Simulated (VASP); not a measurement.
## LuPbBr5: single point with PBEsol

LuPbBr5:

```
Lu Pb Br
1.0
     8.64065   -0.26699    1.87526
    -0.25430    5.54198   -1.00024
     2.91576   -1.49931    6.46352
Lu Pb Br
1 1 5
Direct
  0.73330 0.12557 0.04092
  0.99624 0.33747 0.38485
  0.61399 0.33562 0.50828
  0.76160 0.59630 0.98294
  0.38836 0.09142 0.15956
  0.88003 0.90256 0.54201
  0.09695 0.10316 0.89120
```

```yaml
Program: VASP 6.6.1
Task: single point
Functional: PBEsol
Potentials_or_basis: VASP PAW PBE potentials, release 64 (Lu, Pb_d, Br)
Cutoff: 520 eV
k_mesh: 4 × 4 × 2
Occupations: fermi-dirac, width 0.05 eV
Spin: no spin polarisation
```

The pressure is 0.0 GPa. The largest force is 0.031 eV/Å and the band gap on the k mesh is 3.42 eV (least direct gap 3.48 eV).

Forces in eV/Å, atoms in the order of the input:
```
Lu  -0.005 -0.003 -0.009
Pb   0.009 -0.005 -0.006
Br   0.000  0.006  0.030
Br   0.002  0.004  0.000
Br  -0.024  0.001  0.002
Br  -0.002 -0.002 -0.016
Br   0.019  0.001 -0.001
```

Levels at points of the mesh, in eV from the valence-band top:
```
           k point  band 35  band 36  band 37  band 38  band 39  band 40
(0.00, 0.00, 0.00)    -0.58    -0.32    -0.25     3.90     4.03     4.27
(0.50, 0.00, 0.00)    -0.63    -0.52    -0.26     3.79     4.07     4.29
(0.00, 0.50, 0.00)    -0.53    -0.34    -0.06     3.46     3.91     4.36
(0.50, 0.50, 0.00)    -0.56    -0.40    -0.16     3.53     4.09     4.35
(0.00, 0.00, 0.50)    -0.71    -0.55    -0.20     3.79     3.91     4.05
(0.50, 0.00, 0.50)    -0.62    -0.51    -0.22     3.83     3.95     4.02
(0.00, 0.50, 0.50)    -0.45    -0.36    -0.14     3.46     3.96     4.35
(0.50, 0.50, 0.50)    -0.58    -0.27    -0.05     3.42     4.20     4.32
```

It took 4 min on 1 thread of AMD EPYC 9R45 96-Core Processor (Zen 5) (shared host), peak memory 0.51 GiB.

Caveat: the k points lie up to 0.46 Å⁻¹ apart; the PAW data sets were made with another functional, which shifts forces and pressure a little; spin-orbit coupling is left out, which moves the levels of the heavy elements. A k mesh can miss the band edges.
